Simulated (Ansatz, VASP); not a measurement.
Hf2B: VASP beside Ansatz

```xyz
6
Lattice="3.1700 0.0000 0.0000 -1.5850 2.7453 0.0000 0.0000 0.0000 11.3330" Properties=species:S:1:pos:R:3 pbc="T T T"
Hf    0.0000    0.0000    1.7124
Hf    0.0000    0.0000    9.6206
Hf    0.0000    1.8302    4.4052
Hf    1.5850    0.9151    6.9278
B     0.0000    1.8302   11.3269
B     1.5850    0.9151    0.0061
```

Alike in both runs: functional PBE; k mesh 12 × 12 × 4; occupations gaussian, width 0.1 eV; no spin polarisation.

Ansatz relaxed the structure, and its values are those at the end. VASP's run is a single point on that final structure, the one shown.

```csv
,VASP,Ansatz
version,VASP 6.6.1,Ansatz 0.2.0
potentials or method,"VASP PAW PBE potentials, release 64 (Hf_pv, B), cutoff 520 eV","scalar-relativistic, plane waves, PAW"
valence electrons in the cell,46,110
```

```tsv
	VASP	Ansatz	Ansatz less VASP
gap on the k mesh at the Fermi level (eV)	none	none	-
pressure (GPa)	-0.5	0.0	+0.46
rms of the force components (eV/Å)	0.008	0.002	-0.0056
```

A gap of «none» marks a metal or a gap that the smearing closes. With one functional, cell and mesh, what is left measures potentials, basis and numerics. VASP's potentials hold 46 valence electrons a cell and Ansatz's 110, so a difference there can come from the potentials and not from the codes.

Spin-orbit coupling is off throughout.
